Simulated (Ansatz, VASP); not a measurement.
One calculation of GaIr, two programs

```xyz
2
Lattice="3.0285 0.0000 0.0000 0.0000 3.0285 0.0000 0.0000 0.0000 3.0285" Properties=species:S:1:pos:R:3 pbc="T T T"
Ga    0.0000    0.0000    0.0000
Ir    1.5143    1.5143    1.5143
```

Alike in both runs: task single point; functional PBEsol; k mesh 12 × 12 × 12; occupations fermi-dirac, width 0.05 eV; no spin polarisation.

```csv
,VASP,Ansatz
version,VASP 6.6.1,Ansatz 0.2.0
potentials or method,"VASP PAW PBE potentials, release 64 (Ga_d, Ir), cutoff 520 eV","all-electron LAPW, scalar-relativistic"
```

Ansatz gave:

* pressure (GPa): -2.0

Task: What did VASP give for the same quantities?

Result: Pressure (GPa): -1.5.

VASP's potentials were made for PBE, not for PBEsol. Ansatz ran all-electron here, and VASP with PAW potentials.

Neither program's run includes spin-orbit coupling.
